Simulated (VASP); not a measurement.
# Sc3TlAs4 in VASP: further runs

Sc3TlAs4 is run at these levels: PBEsol, r2SCAN+rVV10; tasks: single point, relaxation of cell and atoms.

All numbers are computed with VASP 6.6.1; they aren't measurements. Logs are shortened: lines on timing, memory, paths and dates and some standing lists are left out, and cuts for length are marked.

## 1. The cell of the first run

Symmetry: P-43m, No. 215, cubic system. The conventional cell has a = 6.173 Å, b = 6.173 Å, c = 6.173 Å, α = 90.00°, β = 90.00°, γ = 90.00°. Sc (site symmetry -42m) has 4 As at 2.68 Å and 2 Tl at 3.09 Å within 3.5 Å. Tl (site symmetry -43m) has 4 As at 2.68 Å and 6 Sc at 3.09 Å within 3.5 Å. As (site symmetry 3m) has 3 Sc at 2.68 Å and 1 Tl at 2.68 Å within 3.5 Å.

## 2. Single point, PBEsol

File INCAR:

```
ALGO     = Normal         # electronic algorithm
EDIFF    = 1E-6           # SCF threshold, eV
ENCUT    = 500            # plane-wave cutoff, eV
GGA      = PS             # functional
GGA_COMPAT= F            
ISIF     = 2              # what is computed and relaxed
ISMEAR   = -1             # smearing method
LASPH    = T              # aspherical terms in the spheres
LCHARG   = F              # write CHGCAR
LREAL    = F              # projectors in reciprocal space
LWAVE    = F              # write WAVECAR
NBANDS   = 43             # bands
NELM     = 120            # most SCF steps
PREC     = Accurate       # precision mode
SIGMA    = 0.03           # smearing width, eV
```

File KPOINTS:

```
k-points
0
Gamma
  4 4 4
```

File POSCAR:

```
Sc3TlAs4
1.0
    6.1733028277      0.0000000000      0.0000000000
    0.0000000000      6.1733028277      0.0000000000
    0.0000000000      0.0000000000      6.1733028277
Sc Tl As
3 1 4
Direct
    0.0000000000      0.0000000000      0.5000000000
    0.0000000000      0.5000000000      0.0000000000
    0.5000000000      0.0000000000      0.0000000000
    0.0000000000      0.0000000000      0.0000000000
    0.2507542037      0.2507542037      0.2507542037
    0.2507542037      0.7492457963      0.7492457963
    0.7492457963      0.2507542037      0.7492457963
    0.7492457963      0.7492457963      0.2507542037
```

Potentials or basis: VASP PAW PBE potentials, release 64 (Sc_sv, Tl_d, As).

Launch:

```bash
$ cat potpaw_PBE.64/Sc_sv/POTCAR potpaw_PBE.64/Tl_d/POTCAR potpaw_PBE.64/As/POTCAR > POTCAR
$ mpirun -np 1 vasp_std > vasp.out
```

OUTCAR:

```text
EDIFF = 1E-6
   ENCUT = 500
   GGA = PS
   ISIF = 2
   ISMEAR = -1
   LASPH = T
   LREAL = F
   NELM = 120
   PREC = Accurate

 ion  position               nearest neighbor table
   1  0.000  0.000  0.500-   5 2.68   6 2.68   7 2.68   8 2.68   4 3.09   4 3.09
   2  0.000  0.500  0.000-   5 2.68   6 2.68   7 2.68   8 2.68   4 3.09   4 3.09
   3  0.500  0.000  0.000-   5 2.68   6 2.68   7 2.68   8 2.68   4 3.09   4 3.09
   4  0.000  0.000  0.000-   5 2.68   6 2.68   7 2.68   8 2.68   2 3.09   3 3.09   1 3.09   1 3.09
                             2 3.09   3 3.09
   5  0.251  0.251  0.251-   1 2.68   2 2.68   3 2.68   4 2.68
   6  0.251  0.749  0.749-   1 2.68   2 2.68   3 2.68   4 2.68
   7  0.749  0.251  0.749-   1 2.68   2 2.68   3 2.68   4 2.68
   8  0.749  0.749  0.251-   1 2.68   2 2.68   3 2.68   4 2.68

  LATTYP: Found a simple cubic cell.
 ALAT       =     6.1733028277

  Lattice vectors:

 A1 = (   6.1733028277,   0.0000000000,   0.0000000000)
 A2 = (   0.0000000000,   6.1733028277,   0.0000000000)
 A3 = (   0.0000000000,   0.0000000000,   6.1733028277)

Analysis of symmetry for initial positions (statically):
=====================================================================
 Subroutine PRICEL returns:
 Original cell was already a primitive cell.

 Routine SETGRP: Setting up the symmetry group for a
 simple cubic supercell.

 Subroutine GETGRP returns: Found 24 space group operations
 (whereof 24 operations were pure point group operations)
 out of a pool of 48 trial point group operations.

The static configuration has the point symmetry T_d .

Analysis of symmetry for dynamics (positions and initial velocities):
=====================================================================
 Subroutine PRICEL returns:
 Original cell was already a primitive cell.

 Routine SETGRP: Setting up the symmetry group for a
 simple cubic supercell.

 Subroutine GETGRP returns: Found 24 space group operations
 (whereof 24 operations were pure point group operations)
 out of a pool of 48 trial point group operations.

The dynamic configuration has the point symmetry T_d .

 Subroutine INISYM returns: Found 24 space group operations
 (whereof 24 operations are pure point group operations),
 and found     1 'primitive' translations

----------------------------------------------------------------------------------------

                                     Primitive cell

  volume of cell :     235.2625

  direct lattice vectors                    reciprocal lattice vectors
     6.173302828  0.000000000  0.000000000     0.161987842  0.000000000  0.000000000
     0.000000000  6.173302828  0.000000000     0.000000000  0.161987842  0.000000000
     0.000000000  0.000000000  6.173302828     0.000000000  0.000000000  0.161987842

  length of vectors
     6.173302828  6.173302828  6.173302828     0.161987842  0.161987842  0.161987842

  position of ions in fractional coordinates (direct lattice)
     0.000000000  0.000000000  0.500000000
     0.000000000  0.500000000  0.000000000
     0.500000000  0.000000000  0.000000000
     0.000000000  0.000000000  0.000000000
     0.250754204  0.250754204  0.250754204
     0.250754204  0.749245796  0.749245796
     0.749245796  0.250754204  0.749245796
     0.749245796  0.749245796  0.250754204

  ion indices of the primitive-cell ions
   primitive index   ion index
                 1           1
                 2           2
                 3           3
                 4           4
                 5           5
                 6           6
                 7           7
                 8           8

----------------------------------------------------------------------------------------

 KPOINTS: k-points

Automatic generation of k-mesh.
 Grid dimensions read from file:
 generate k-points for:    4    4    4

 Generating k-lattice:

  Cartesian coordinates                     Fractional coordinates (reciprocal lattice)
     0.040496960  0.000000000  0.000000000     0.250000000  0.000000000  0.000000000
     0.000000000  0.040496960  0.000000000     0.000000000  0.250000000  0.000000000
     0.000000000  0.000000000  0.040496960     0.000000000  0.000000000  0.250000000

  Length of vectors
     0.040496960  0.040496960  0.040496960

  Shift w.r.t. Gamma in fractional coordinates (k-lattice)
     0.000000000  0.000000000  0.000000000

 Subroutine IBZKPT returns following result:
 ===========================================

 Found     10 irreducible k-points:

 Following reciprocal coordinates:
            Coordinates               Weight
  0.000000  0.000000  0.000000      1.000000
  0.250000  0.000000  0.000000      6.000000
  0.500000  0.000000  0.000000      3.000000
  0.250000  0.250000  0.000000     12.000000
  0.500000  0.250000  0.000000     12.000000
  0.500000  0.500000  0.000000      3.000000
  0.250000  0.250000  0.250000      8.000000
  0.500000  0.250000  0.250000     12.000000
  0.500000  0.500000  0.250000      6.000000
  0.500000  0.500000  0.500000      1.000000
   k-points           NKPTS =     10   k-points in BZ     NKDIM =     10   number of bands    NBANDS=     43
   number of dos      NEDOS =    301   number of ions     NIONS =      8
   total plane-waves  NPLWV = 110592
   dimension x,y,z NGX =    48 NGY =   48 NGZ =   48
   dimension x,y,z NGXF=    96 NGYF=   96 NGZF=   96
   ions per type =               3   1   4
   NGX,Y,Z   is equivalent  to a cutoff of  12.93, 12.93, 12.93 a.u.
   NGXF,Y,Z  is equivalent  to a cutoff of  25.85, 25.85, 25.85 a.u.
 SYSTEM =  unknown system
   PREC   = accura    normal or accurate (medium, high low for compatibility)
   ISTART =      0    job   : 0-new  1-cont  2-samecut
   ICHARG =      2    charge: 1-file 2-atom 10-const
   ISPIN  =      1    spin polarized calculation?
   LNONCOLLINEAR =      F non collinear calculations
   LSORBIT =      F    spin-orbit coupling
   LASPH  =      T    aspherical Exc in radial PAW
   ENCUT  =  500.0 eV  36.75 Ry    6.06 a.u.  11.26 11.26 11.26*2*pi/ulx,y,z
   NELM   =    120;   NELMIN=  2; NELMDL= -5     # of ELM steps
   EDIFF  = 0.1E-05   stopping-criterion for ELM
   LREAL  =      F    real-space projection
   EDIFFG = 0.1E-04   stopping-criterion for IOM
   NSW    =      0    number of steps for IOM
   IBRION =     -1    ionic relax: 0-MD 1-quasi-New 2-CG
   NFREE  =      0    steps in history (QN), initial steepest desc. (CG)
   ISIF   =      2    stress and relaxation
   ISYM   =      2    0-nonsym 1-usesym 2-fastsym
   POTIM  = 0.5000    time-step for ionic-motion
   TEBEG  =    0.0;   TEEND  =   0.0 temperature during run
   PSTRESS=    0.0 pullay stress
   NELECT =      66.0000    total number of electrons
   NUPDOWN=      -1.0000    fix difference up-down
   EMIN   =  10.00;   EMAX   =-10.00  energy-range for DOS
   EFERMI =   0.00;   METHOD = LEGACY
   ISMEAR =    -1;   SIGMA  =   0.03  broadening in eV -4-tet -1-fermi 0-gaus
   EFERMI_NEDOS =   21; number of points for ismear=-14 and -15
   IALGO  =     38    algorithm
   IMIX   =      4    mixing-type and parameters
     AMIX     =   0.40;   BMIX     =  1.00
     AMIX_MAG =   1.60;   BMIX_MAG =  1.00
  volume/ion in A,a.u.               =      29.41       198.45
  Fermi-wavevector in a.u.,A,eV,Ry     =   1.071697  2.025213 15.626751  1.148534
  Thomas-Fermi vector in A             =   2.207445
   LORBIT       =      0    0 simple, 1 ext, 2 COOP (PROOUT), +10 PAW based schemes
   GGA     = PS    functional components
   LHFCALC =     F    Hartree Fock is set to
   AEXX    =    0.0000 exact exchange contribution
   IVDW    =     0    specifies the selected vdW correction
   LEPSILON=     F    determine dielectric tensor
   LRPA    =     F    only Hartree local field effects (RPA)
 non-spin polarized calculation
  energy-cutoff  :      500.00
  volume of cell :      235.26
 maximum number of plane-waves:      6031
 NGX is ok and might be reduce to    48
   NGX = 23   NGY = 23   NGZ = 23

 number of electron      65.9999983 magnetization

 Free energy of the ion-electron system (eV)
  ---------------------------------------------------
  ext. energy  EPLUGINS =         0.00000000
  ---------------------------------------------------
  free energy    TOTEN  =       -46.92796444 eV

  energy without entropy =      -46.92796444  energy(sigma->0) =      -46.92796444

 E-fermi :   2.1164     XC(G=0):  -8.7231

 val. band max:        1.4588255445   @ k =   0.5000   0.5000   0.5000
 cond. band min:       3.0599415963   @ k =   0.0000   0.0000   0.0000
 fundamental gap:      1.6011160518
 Fermi energy:         2.1164263002

 k-point     1 :       0.0000    0.0000    0.0000
  band No.  band energies     occupation
      1     -47.0453      2.00000
      2     -47.0438      2.00000
      3     -47.0438      2.00000
      4     -25.8063      2.00000
      5     -25.8063      2.00000
      6     -25.8063      2.00000
[... 35 lines left out ...]
     42       4.6731      0.00000
     43       4.7962      0.00000

 k-point     2 :       0.2500    0.0000    0.0000
  band No.  band energies     occupation
      1     -47.0451      2.00000
      2     -47.0440      2.00000
      3     -47.0438      2.00000
      4     -25.8061      2.00000
      5     -25.8056      2.00000
      6     -25.8056      2.00000
[... 35 lines left out ...]
     42       4.7540      0.00000
     43       4.9313      0.00000

 k-point     3 :       0.5000    0.0000    0.0000
  band No.  band energies     occupation
      1     -47.0448      2.00000
      2     -47.0442      2.00000
      3     -47.0438      2.00000
      4     -25.8058      2.00000
      5     -25.8049      2.00000
      6     -25.8049      2.00000
[... 275 lines left out ...]
      6     -25.7962      2.00000
[... 35 lines left out ...]
     42       5.0332      0.00000
     43       5.0478      0.00000

 k-point    10 :       0.5000    0.5000    0.5000
  band No.  band energies     occupation
      1     -47.0442      2.00000
      2     -47.0442      2.00000
      3     -47.0442      2.00000
      4     -25.8249      2.00000
      5     -25.7961      2.00000
      6     -25.7961      2.00000
[... 35 lines left out ...]
     42       5.1850      0.00000
     43       5.1850      0.00000

------------------------ aborting loop because EDIFF is reached ----------------------------------------

  FORCE on cell =-STRESS in cart. coord.  units (eV):
  Direction    XX          YY          ZZ          XY          YZ          ZX
  --------------------------------------------------------------------------------------
  -------------------------------------------------------------------------------------
  Total        0.2751776      0.2751776      0.2751776     -0.0000000     -0.0000000     -0.0000000
  in kB        1.8740055      1.8740055      1.8740055     -0.0000000     -0.0000000     -0.0000000
  external PRESSURE =       1.8740055 kB  Pullay stress =       0.0000000 kB

 VOLUME and BASIS-vectors are now :
 -----------------------------------------------------------------------------
  energy-cutoff  :      500.00
  volume of cell :      235.26
      direct lattice vectors                 reciprocal lattice vectors
     6.173302828  0.000000000  0.000000000     0.161987842  0.000000000  0.000000000
     0.000000000  6.173302828  0.000000000     0.000000000  0.161987842  0.000000000
     0.000000000  0.000000000  6.173302828     0.000000000  0.000000000  0.161987842

 POSITION                                       TOTAL-FORCE (eV/Angst)
 -----------------------------------------------------------------------------------
      0.00000      0.00000      3.08665         0.000000     -0.000000      0.000000
      0.00000      3.08665      0.00000        -0.000000      0.000000      0.000000
      3.08665      0.00000      0.00000         0.000000      0.000000      0.000000
      0.00000      0.00000      0.00000         0.000000      0.000000      0.000000
      1.54798      1.54798      1.54798         0.026546      0.026546      0.026546
      1.54798      4.62532      4.62532         0.026546     -0.026546     -0.026546
      4.62532      1.54798      4.62532        -0.026546      0.026546     -0.026546
      4.62532      4.62532      1.54798        -0.026546     -0.026546      0.026546
 -----------------------------------------------------------------------------------
    total drift:                                0.000000      0.000000     -0.000000

  FREE ENERGIE OF THE ION-ELECTRON SYSTEM (eV)
  ---------------------------------------------------
  free  energy   TOTEN  =       -46.9279644410 eV

  energy  without entropy=      -46.9279644410  energy(sigma->0) =      -46.92796444
```

Run time: 80 s. Hardware: 1 thread of AMD EPYC 9R45 (Zen 5), shared host; peak memory 0.34 GiB.

Results:

| Quantity | Value |
| --- | --- |
| Free energy | -46.9280 eV |
| Pressure | 0.2 GPa |
| Largest force | 0.046 eV/Å |
| Band gap on the k mesh | 1.60 eV (least direct gap 1.70 eV) |

Forces on the atoms (eV/Å):
```
Sc   0.000  0.000  0.000
Sc   0.000  0.000  0.000
Sc   0.000  0.000  0.000
Tl   0.000  0.000  0.000
As   0.027  0.027  0.027
As   0.027 -0.027 -0.027
As  -0.027  0.027 -0.027
As  -0.027 -0.027  0.027
```

Caveat: the PAW data sets were made with another functional, which shifts forces and pressure a little; spin-orbit coupling is left out, which moves the levels of the heavy elements. A k mesh can miss the band edges.

## 3. Relaxation of cell and atoms, PBEsol

This run uses another cell than the first one, of 22.66 Å³/atom.

File INCAR:

```
SYSTEM = Sc3TlAs4
  PREC = Accurate
  ENCUT = 500
  EDIFF = 1E-7
  ISMEAR = -1
  SIGMA = 0.03
  LREAL = .False.
  LASPH = .True.
  NELM = 120
  ALGO = Normal
  ISIF = 3
  LWAVE = .False.
  LCHARG = .False.
  GGA = PS
  IBRION = 2
  NSW = 100
  EDIFFG = -0.01
  GGA_COMPAT = .False.
  NELMIN = 4
```

File KPOINTS:

```
regular mesh
0
Gamma
  4 4 4
  0 0 0
```

File POSCAR:

```
Sc3TlAs4
1.0
    5.6594585200      0.0000000000      0.0000000000
    0.0000000000      5.6594585200      0.0000000000
    0.0000000000      0.0000000000      5.6594585200
Sc Tl As
3 1 4
Direct
    0.0000000000      0.0000000000      0.5000000000
    0.0000000000      0.5000000000      0.0000000000
    0.5000000000      0.0000000000      0.0000000000
    0.0000000000      0.0000000000      0.0000000000
    0.2090020100      0.2090020100      0.2090020100
    0.2090020100      0.7909979900      0.7909979900
    0.7909979900      0.2090020100      0.7909979900
    0.7909979900      0.7909979900      0.2090020100
```

Potentials or basis: VASP PAW PBE potentials, release 64 (Sc_sv, Tl_d, As).

Launch:

```bash
$ cat potpaw_PBE.64/Sc_sv/POTCAR potpaw_PBE.64/Tl_d/POTCAR potpaw_PBE.64/As/POTCAR > POTCAR
$ mpirun -np 1 vasp_std > vasp.out
```

Run time: 11 min. Hardware: 1 thread of AMD EPYC 9R45 (Zen 5), shared host; peak memory 0.27 GiB.

The run converged. Its results:

```
Free energy                           : -46.9145 eV
Relaxed volume                        : 29.45 Å³/atom
Relaxed cell                          : a = 6.176 Å, b = 6.176 Å, c = 6.176 Å, α = 90.00°, β = 90.00°, γ = 90.00°
Space group after relaxing (to 0.1 Å) : P-43m (No. 215)
Energy gained by relaxing             : 2297.0 meV/atom
Ionic steps                           : 14
Pressure after relaxing               : 0.0 GPa
Band gap on the k mesh                : 1.60 eV (least direct gap 1.70 eV)
```

The path:
| step | energy change (eV) | largest force (eV/Å) | pressure (GPa) | volume (Å³) |
| --- | --- | --- | --- | --- |
| 1 | 0.0000 | 17.8665 | 63.89 | 181.27 |
| 2 | 2.0840 | 1.9619 | -6.95 | 536.63 |
| 3 | -3.6620 | 2.4545 | -8.76 | 448.01 |
| 4 | -9.1139 | 2.5909 | -10.04 | 379.71 |
| 5 | -17.7063 | 1.0666 | -5.60 | 268.38 |
| 6 | -17.6358 | 2.0098 | 7.70 | 221.99 |
| 7 | -18.3250 | 0.0962 | -1.54 | 247.57 |
| 8 | -18.3490 | 0.2061 | -0.24 | 242.80 |
| 9 | -18.3479 | 0.1168 | -0.63 | 244.16 |
| 10 | -18.3580 | 0.2114 | 0.02 | 240.58 |
| 11 | -18.3585 | 0.2384 | 0.21 | 239.59 |
| 12 | -18.3673 | 0.1678 | 0.15 | 238.44 |
| 13 | -18.3758 | 0.0319 | -0.01 | 235.03 |
| 14 | -18.3762 | 0.0014 | 0.01 | 235.61 |

Final structure:
```cif
data_structure
_symmetry_space_group_name_H-M 'P 1'
_symmetry_Int_Tables_number 1
_cell_length_a 6.1764
_cell_length_b 6.1764
_cell_length_c 6.1764
_cell_angle_alpha 90.000
_cell_angle_beta 90.000
_cell_angle_gamma 90.000
_cell_volume 235.61
loop_
_atom_site_label
_atom_site_type_symbol
_atom_site_fract_x
_atom_site_fract_y
_atom_site_fract_z
_atom_site_occupancy
Sc1 Sc 0.00000 0.00000 0.50000 1
Sc2 Sc 0.00000 0.50000 0.00000 1
Sc3 Sc 0.50000 0.00000 0.00000 1
Tl1 Tl 0.00000 0.00000 0.00000 1
As1 As 0.25109 0.25109 0.25109 1
As2 As 0.25109 0.74891 0.74891 1
As3 As 0.74891 0.25109 0.74891 1
As4 As 0.74891 0.74891 0.25109 1
```

Levels at points of the mesh, in eV from the valence-band top:
```
           k point  band 30  band 31  band 32  band 33  band 34  band 35  band 36  band 37
(0.00, 0.00, 0.00)    -0.16    -0.10    -0.10    -0.10     1.60     1.60     1.60     2.18
(0.50, 0.00, 0.00)    -0.24    -0.24    -0.17    -0.17     2.01     2.21     2.21     2.22
(0.50, 0.50, 0.00)    -0.24    -0.24    -0.19    -0.15     2.51     2.51     2.53     2.80
(0.50, 0.50, 0.50)    -0.25    -0.25     0.00     0.00     2.10     2.42     2.42     2.42
```

Caveat: the volume moved by over 15 % at a fixed basis, so the end points are rough; the PAW data sets were made with another functional, which shifts forces and pressure a little; spin-orbit coupling is left out, which moves the levels of the heavy elements. A k mesh can miss the band edges.

[end of part 1 of 2]
